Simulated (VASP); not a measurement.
# TiO2 (P2_1/c) in VASP: notebook

The runs below take TiO2 through single point, with r2SCAN, revPBE+D4, PBE.

All numbers are computed with VASP 6.6.1; they aren't measurements. Logs are shortened: lines on timing, memory, paths and dates and some standing lists are left out, and cuts for length are marked.

## Step 1: The cell of the first run

The structure is monoclinic, space group P2_1/c (No. 14). Conventional cell: a = 4.804 Å, b = 4.866 Å, c = 5.041 Å, α = 90.00°, β = 99.88°, γ = 90.00°. Ti (site symmetry 1) has 7 O at 1.86 to 2.22 Å within 2.5 Å. Within 2.5 Å of O (site symmetry 1) lie 3 Ti at 1.86 to 2.03 Å and 2 O at 2.41 to 2.43 Å. O (site symmetry 1) has 4 Ti at 1.99 to 2.22 Å and 8 O at 2.41 to 2.80 Å within 2.8 Å.

## Step 2: Single point, r2SCAN

Contents of POSCAR:

```
TiO2
1.0
    4.8040052129      0.0000000000     -0.0016511600
    0.0000000000      4.8661214005      0.0000000000
   -0.8630305284      0.0000000000      4.9662665620
Ti O
4 8
Direct
    0.2770023183      0.0544871159      0.2145429647
    0.7229976817      0.5544871159      0.2854570353
    0.7229976817      0.9455128841      0.7854570353
    0.2770023183      0.4455128841      0.7145429647
    0.0635036789      0.1776885545      0.8522439368
    0.9364963211      0.6776885545      0.6477560632
    0.9364963211      0.8223114455      0.1477560632
    0.0635036789      0.3223114455      0.3522439368
    0.4463051856      0.7579746685      0.4633583235
    0.5536948144      0.2579746685      0.0366416765
    0.5536948144      0.2420253315      0.5366416765
    0.4463051856      0.7420253315      0.9633583235
```

Contents of INCAR.step1:

```
SYSTEM = TiO2
PREC     = Accurate       ! precision mode
ENCUT    = 520            ! plane-wave cutoff, eV
ISMEAR   = -1             ! smearing method
SIGMA    = 0.05           ! smearing width, eV
LREAL    = .False.        ! projectors in reciprocal space
LASPH    = .True.         ! aspherical terms in the spheres
NELM     = 60             ! most SCF steps
NBANDS   = 60             ! bands
GGA      = PE             ! functional
ALGO     = Normal         ! electronic algorithm
EDIFF    = 1E-4           ! SCF threshold, eV
LWAVE    = .True.         ! write WAVECAR
LCHARG   = .False.        ! write CHGCAR
```

Contents of INCAR.step2:

```
SYSTEM = TiO2
PREC     = Accurate       ! precision mode
ENCUT    = 520            ! plane-wave cutoff, eV
EDIFF    = 1E-6           ! SCF threshold, eV
ISMEAR   = -1             ! smearing method
SIGMA    = 0.05           ! smearing width, eV
LREAL    = .False.        ! projectors in reciprocal space
LASPH    = .True.         ! aspherical terms in the spheres
NELM     = 60             ! most SCF steps
ALGO     = Normal         ! electronic algorithm
ISIF     = 2              ! what is computed and relaxed
LWAVE    = .False.        ! write WAVECAR
LCHARG   = .False.        ! write CHGCAR
METAGGA  = R2SCAN         ! meta-GGA
LMIXTAU  = .True.       
NBANDS   = 60             ! bands
ISTART   = 1
```

Contents of KPOINTS:

```
Automatic mesh
0
Gamma
  6 6 6
  0 0 0
```

Potentials or basis: VASP PAW PBE potentials, release 64 (Ti_sv, O).

The run is started by

```
cat potpaw_PBE.64/Ti_sv/POTCAR potpaw_PBE.64/O/POTCAR > POTCAR
cp INCAR.step1 INCAR
mpirun -np 1 vasp_std > vasp.out
cp INCAR.step2 INCAR
mpirun -np 1 vasp_std > vasp.out
```

OUTCAR:

```text
SYSTEM = TiO2
   PREC = Accurate
   ENCUT = 520
   EDIFF = 1E-6
   ISMEAR = -1
   LREAL = .False.
   LASPH = .True.
   NELM = 60
   ISIF = 2
   METAGGA = R2SCAN
   ISTART = 1

 ion  position               nearest neighbor table
   1  0.277  0.054  0.215-   8 1.86   7 1.97  10 1.99   9 1.99   5 2.03  11 2.12  12 2.22
   2  0.723  0.554  0.285-   7 1.86   8 1.97   9 1.99  10 1.99   6 2.03  12 2.12  11 2.22
   3  0.723  0.946  0.785-   6 1.86   5 1.97  12 1.99  11 1.99   7 2.03   9 2.12  10 2.22
   4  0.277  0.446  0.715-   5 1.86   6 1.97  11 1.99  12 1.99   8 2.03  10 2.12   9 2.22
   5  0.064  0.178  0.852-   4 1.86   3 1.97   1 2.03
   6  0.936  0.678  0.648-   3 1.86   4 1.97   2 2.03
   7  0.936  0.822  0.148-   2 1.86   1 1.97   3 2.03
   8  0.064  0.322  0.352-   1 1.86   2 1.97   4 2.03
   9  0.446  0.758  0.463-   2 1.99   1 1.99   3 2.12   4 2.22
  10  0.554  0.258  0.037-   1 1.99   2 1.99   4 2.12   3 2.22
  11  0.554  0.242  0.537-   4 1.99   3 1.99   1 2.12   2 2.22
  12  0.446  0.742  0.963-   3 1.99   4 1.99   2 2.12   1 2.22

  LATTYP: Found a simple monoclinic cell.
 ALAT       =     4.8040054967
 B/A-ratio  =     1.0129300235
 C/A-ratio  =     1.0492695950
 COS(beta)  =    -0.1715511613

  Lattice vectors:

 A1 = (   4.8040052129,   0.0000000000,  -0.0016511600)
 A2 = (   0.0000000000,   4.8661214005,   0.0000000000)
 A3 = (  -0.8630305284,   0.0000000000,   4.9662665620)

Analysis of symmetry for initial positions (statically):
=====================================================================
 Subroutine PRICEL returns:
 Original cell was already a primitive cell.

 Routine SETGRP: Setting up the symmetry group for a
 simple monoclinic supercell.

 Subroutine GETGRP returns: Found  4 space group operations
 (whereof  2 operations were pure point group operations)
 out of a pool of  4 trial point group operations.

The static configuration has the point symmetry S_2 .
 The point group associated with its full space group is C_2h.

Analysis of symmetry for dynamics (positions and initial velocities):
=====================================================================
 Subroutine PRICEL returns:
 Original cell was already a primitive cell.

 Routine SETGRP: Setting up the symmetry group for a
 simple monoclinic supercell.

 Subroutine GETGRP returns: Found  4 space group operations
 (whereof  2 operations were pure point group operations)
 out of a pool of  4 trial point group operations.

The dynamic configuration has the point symmetry S_2 .
 The point group associated with its full space group is C_2h.

 Subroutine INISYM returns: Found  4 space group operations
 (whereof  2 operations are pure point group operations),
 and found     1 'primitive' translations

----------------------------------------------------------------------------------------

                                     Primitive cell

  volume of cell :     116.0888

  direct lattice vectors                    reciprocal lattice vectors
     4.804005213  0.000000000 -0.001651160     0.208172075  0.000000000  0.036175838
     0.000000000  4.866121400  0.000000000     0.000000000  0.205502477  0.000000000
    -0.863030528  0.000000000  4.966266562     0.000069212  0.000000000  0.201370530

  length of vectors
     4.804005497  4.866121400  5.040696902     0.211291987  0.205502477  0.201370542

  position of ions in fractional coordinates (direct lattice)
     0.277002318  0.054487116  0.214542965
     0.722997682  0.554487116  0.285457035
     0.722997682  0.945512884  0.785457035
     0.277002318  0.445512884  0.714542965
     0.063503679  0.177688555  0.852243937
     0.936496321  0.677688555  0.647756063
     0.936496321  0.822311445  0.147756063
     0.063503679  0.322311445  0.352243937
     0.446305186  0.757974668  0.463358324
     0.553694814  0.257974668  0.036641676
     0.553694814  0.242025332  0.536641676
     0.446305186  0.742025332  0.963358324

  ion indices of the primitive-cell ions
   primitive index   ion index
                 1           1
                 2           2
                 3           3
                 4           4
                 5           5
                 6           6
                 7           7
                 8           8
                 9           9
                10          10
                11          11
                12          12

----------------------------------------------------------------------------------------

 KPOINTS: Automatic mesh

Automatic generation of k-mesh.
 Grid dimensions read from file:
 generate k-points for:    6    6    6

 Generating k-lattice:

  Cartesian coordinates                     Fractional coordinates (reciprocal lattice)
     0.034695346  0.000000000  0.006029306     0.166666667  0.000000000  0.000000000
     0.000000000  0.034250413  0.000000000     0.000000000  0.166666667  0.000000000
     0.000011535  0.000000000  0.033561755     0.000000000  0.000000000  0.166666667

  Length of vectors
     0.035215331  0.034250413  0.033561757

  Shift w.r.t. Gamma in fractional coordinates (k-lattice)
     0.000000000  0.000000000  0.000000000

 Subroutine IBZKPT returns following result:
 ===========================================

 Found     80 irreducible k-points:

 Following reciprocal coordinates:
            Coordinates               Weight
  0.000000  0.000000  0.000000      1.000000
  0.166667  0.000000  0.000000      2.000000
  0.333333  0.000000 -0.000000      2.000000
  0.500000  0.000000  0.000000      1.000000
  0.000000  0.166667  0.000000      2.000000
  0.166667  0.166667  0.000000      4.000000
[... 16 lines left out ...]
 -0.000000  0.166667  0.166667      4.000000
  0.166667  0.166667  0.166667      4.000000
 [... further k-points ...]
   k-points           NKPTS =     80   k-points in BZ     NKDIM =     80   number of bands    NBANDS=     60
   number of dos      NEDOS =    301   number of ions     NIONS =     12
   total plane-waves  NPLWV =  51840
   dimension x,y,z NGX =    36 NGY =   36 NGZ =   40
   dimension x,y,z NGXF=    72 NGYF=   72 NGZF=   80
   ions per type =               4   8
   NGX,Y,Z   is equivalent  to a cutoff of  12.46, 12.30, 13.19 a.u.
   NGXF,Y,Z  is equivalent  to a cutoff of  24.92, 24.60, 26.38 a.u.
 SYSTEM =  TiO2
   PREC   = accura    normal or accurate (medium, high low for compatibility)
   ISTART =      1    job   : 0-new  1-cont  2-samecut
   ICHARG =      0    charge: 1-file 2-atom 10-const
   ISPIN  =      1    spin polarized calculation?
   LNONCOLLINEAR =      F non collinear calculations
   LSORBIT =      F    spin-orbit coupling
   LASPH  =      T    aspherical Exc in radial PAW
   ENCUT  =  520.0 eV  38.22 Ry    6.18 a.u.   8.93  9.05  9.37*2*pi/ulx,y,z
   NELM   =     60;   NELMIN=  2; NELMDL=  0     # of ELM steps
   EDIFF  = 0.1E-05   stopping-criterion for ELM
   LREAL  =      F    real-space projection
   EDIFFG = 0.1E-04   stopping-criterion for IOM
   NSW    =      0    number of steps for IOM
   IBRION =     -1    ionic relax: 0-MD 1-quasi-New 2-CG
   NFREE  =      0    steps in history (QN), initial steepest desc. (CG)
   ISIF   =      2    stress and relaxation
   ISYM   =      2    0-nonsym 1-usesym 2-fastsym
   POTIM  = 0.5000    time-step for ionic-motion
   TEBEG  =    0.0;   TEEND  =   0.0 temperature during run
   PSTRESS=    0.0 pullay stress
   NELECT =      96.0000    total number of electrons
   NUPDOWN=      -1.0000    fix difference up-down
   EMIN   =  10.00;   EMAX   =-10.00  energy-range for DOS
   EFERMI =   0.00;   METHOD = LEGACY
   ISMEAR =    -1;   SIGMA  =   0.05  broadening in eV -4-tet -1-fermi 0-gaus
   EFERMI_NEDOS =   21; number of points for ismear=-14 and -15
   IALGO  =     38    algorithm
   IMIX   =      4    mixing-type and parameters
     AMIX     =   0.40;   BMIX     =  1.00
     AMIX_MAG =   1.60;   BMIX_MAG =  1.00
  volume/ion in A,a.u.               =       9.67        65.28
  Fermi-wavevector in a.u.,A,eV,Ry     =   1.536627  2.903804 32.126376  2.361222
  Thomas-Fermi vector in A             =   2.643249
   LORBIT       =      0    0 simple, 1 ext, 2 COOP (PROOUT), +10 PAW based schemes
   METAGGA = R2SCAN    functional components
   LHFCALC =     F    Hartree Fock is set to
   AEXX    =    0.0000 exact exchange contribution
   IVDW    =     0    specifies the selected vdW correction
   LEPSILON=     F    determine dielectric tensor
   LRPA    =     F    only Hartree local field effects (RPA)
 non-spin polarized calculation
  energy-cutoff  :      520.00
  volume of cell :      116.09
 maximum number of plane-waves:      3160
   NGX = 17   NGY = 19   NGZ = 19

 number of electron      95.9999994 magnetization

 Free energy of the ion-electron system (eV)
  ---------------------------------------------------
  ext. energy  EPLUGINS =         0.00000000
  ---------------------------------------------------
  free energy    TOTEN  =      -139.21095202 eV

  energy without entropy =     -139.21095202  energy(sigma->0) =     -139.21095202

 E-fermi :   6.4859     XC(G=0): -12.6495

 val. band max:        5.3826833080   @ k =   0.0000   0.0000   0.0000
 cond. band min:       8.1045452259   @ k =   0.5000   0.0000   0.0000
 fundamental gap:      2.7218619179
 Fermi energy:         6.4858601741

 k-point     1 :       0.0000    0.0000    0.0000
  band No.  band energies     occupation
      1     -53.4824      2.00000
      2     -53.4455      2.00000
      3     -53.4433      2.00000
      4     -53.4423      2.00000
      5     -28.8731      2.00000
      6     -28.8514      2.00000
[... 52 lines left out ...]
     59      10.4073      0.00000
     60      10.4110      0.00000

 k-point     2 :       0.1667    0.0000    0.0000
  band No.  band energies     occupation
      1     -53.4802      2.00000
      2     -53.4478      2.00000
      3     -53.4454      2.00000
      4     -53.4402      2.00000
      5     -28.8565      2.00000
      6     -28.8495      2.00000
[... 1383 lines left out ...]
      4     -53.4400      2.00000
      5     -28.8298      2.00000
      6     -28.8179      2.00000
[... 52 lines left out ...]
     59      10.2485      0.00000
     60      10.3983      0.00000

 [... further k-points ...]

------------------------ aborting loop because EDIFF is reached ----------------------------------------

  FORCE on cell =-STRESS in cart. coord.  units (eV):
  Direction    XX          YY          ZZ          XY          YZ          ZX
  --------------------------------------------------------------------------------------
  -------------------------------------------------------------------------------------
  Total        1.4878292      1.4443671      1.2979459      0.0000000      0.0000000     -0.0071122
  in kB       20.5339814     19.9341474     17.9133446      0.0000000      0.0000000     -0.0981575
  external PRESSURE =      19.4604911 kB  Pullay stress =       0.0000000 kB

 VOLUME and BASIS-vectors are now :
 -----------------------------------------------------------------------------
  energy-cutoff  :      520.00
  volume of cell :      116.09
      direct lattice vectors                 reciprocal lattice vectors
     4.804005213  0.000000000 -0.001651160     0.208172075  0.000000000  0.036175838
     0.000000000  4.866121400  0.000000000     0.000000000  0.205502477  0.000000000
    -0.863030528  0.000000000  4.966266562     0.000069212  0.000000000  0.201370530

 POSITION                                       TOTAL-FORCE (eV/Angst)
 -----------------------------------------------------------------------------------
      1.14556      0.26514      1.06502         0.032292     -0.088397     -0.043030
      3.22693      2.69820      1.41646        -0.032292     -0.088397      0.043030
      2.79541      4.60098      3.89960        -0.032292      0.088397      0.043030
      0.71405      2.16792      3.54815         0.032292      0.088397     -0.043030
     -0.43044      0.86465      4.23237        -0.040780     -0.039223      0.017012
      3.93990      3.29771      3.21538         0.040780     -0.039223     -0.017012
      4.37142      4.00147      0.73225         0.040780      0.039223     -0.017012
      0.00107      1.56841      1.74923        -0.040780      0.039223      0.017012
      1.74416      3.68840      2.30042        -0.049060     -0.016800      0.044669
      2.62833      1.25534      0.18106         0.049060     -0.016800     -0.044669
      2.19681      1.17772      2.66419         0.049060      0.016800     -0.044669
      1.31264      3.61079      4.78356        -0.049060      0.016800      0.044669
 -----------------------------------------------------------------------------------
    total drift:                               -0.000000     -0.000000      0.000000

  FREE ENERGIE OF THE ION-ELECTRON SYSTEM (eV)
  ---------------------------------------------------
  free  energy   TOTEN  =      -139.2109520238 eV

  energy  without entropy=     -139.2109520238  energy(sigma->0) =     -139.21095202
```

Run time: 13 min. Hardware: 1 thread of Intel Xeon 6975P-C (Granite Rapids), shared host; peak memory 0.49 GiB.

What came out:

```yaml
Free_energy: -139.2110 eV
Pressure: 1.9 GPa
Largest_force: 0.103 eV/Å
Band_gap_on_the_k_mesh: 2.72 eV (least direct gap 2.82 eV)
```

Forces on the atoms (eV/Å):
```
Ti   0.032 -0.088 -0.043
Ti  -0.032 -0.088  0.043
Ti  -0.032  0.088  0.043
Ti   0.032  0.088 -0.043
O   -0.041 -0.039  0.017
O    0.041 -0.039 -0.017
O    0.041  0.039 -0.017
O   -0.041  0.039  0.017
O   -0.049 -0.017  0.045
O    0.049 -0.017 -0.045
O    0.049  0.017 -0.045
O   -0.049  0.017  0.045
```

Stress tensor (GPa, compression positive):
```
 2.05  0.00 -0.01
 0.00  1.99  0.00
-0.01  0.00  1.79
```

Levels at points of the mesh, in eV from the valence-band top:
```tsv
k point	band 45	band 46	band 47	band 48	band 49	band 50	band 51	band 52
(0.00, 0.00, 0.00)	-0.71	-0.60	-0.05	0.00	2.85	2.95	3.33	3.45
(0.50, 0.00, 0.00)	-0.87	-0.78	-0.54	-0.10	2.72	3.26	3.27	3.42
(0.00, 0.50, 0.00)	-0.96	-0.96	-0.38	-0.38	3.26	3.26	3.59	3.59
(0.50, 0.50, 0.00)	-1.00	-1.00	-0.78	-0.78	3.10	3.10	3.37	3.37
(0.00, 0.00, 0.50)	-1.09	-1.09	-0.43	-0.43	3.06	3.06	3.26	3.26
(0.50, 0.00, 0.50)	-1.11	-1.11	-0.66	-0.66	2.77	2.77	3.68	3.68
(0.00, 0.50, 0.50)	-1.14	-1.14	-0.88	-0.88	3.09	3.09	3.22	3.22
(0.50, 0.50, 0.50)	-1.21	-1.21	-0.95	-0.95	2.97	2.97	3.31	3.31
```

Caveat: the PAW data sets were made with another functional, which shifts forces and pressure a little.

[end of part 1 of 2]
